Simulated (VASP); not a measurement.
Runs of VASP 6.6.1 on Ag. The structure is that of space group Fd-3m (No. 227), or close to it. The cells are those of the table. 

```csv
task,cell,k mesh,cutoff (eV),gap on the mesh (eV),pressure (GPa)
single point,"a = 4.090 Å, angles 60.0°, 2 atoms",10 × 10 × 10,520,none,(a)
single point,"a = 4.324 Å, angles 60.0°, 2 atoms",10 × 10 × 10,520,none,-1.5
single point,"a = 4.268 Å, angles 60.0°, 2 atoms",15 × 15 × 15,520,none,(b)
single point,"a = 4.211 Å, angles 60.0°, 2 atoms",10 × 10 × 10,520,none,1.8
relaxation of cell and atoms,"relaxed from a = 4.023 Å, angles 60.0°, 2 atoms",10 × 10 × 10,600,none,0.1
single point,"a = 4.268 Å, angles 60.0°, 2 atoms",10 × 10 × 10,520,none,-0.1
single point,"a = 4.433 Å, angles 60.0°, 2 atoms",10 × 10 × 10,520,none,-3.5
single point,"a = 4.151 Å, angles 60.0°, 2 atoms",10 × 10 × 10,520,none,4.3
single point,"a = 4.379 Å, angles 60.0°, 2 atoms",10 × 10 × 10,520,none,-2.6
```

Alike in all rows: level PBEsol; potentials or basis VASP PAW PBE potentials, release 64 (Ag); no spin polarisation; smearing fermi-dirac 0.1 eV.

Estimate the missing entries.

(a) 7.5; (b) 0.0.

Caveats: the PAW data sets were made with another functional, which shifts forces and pressure a little.

A k mesh can miss the band edges, and the runs leave out spin-orbit coupling on Ag.

A gap of «none» marks levels without a gap at the run's occupations.
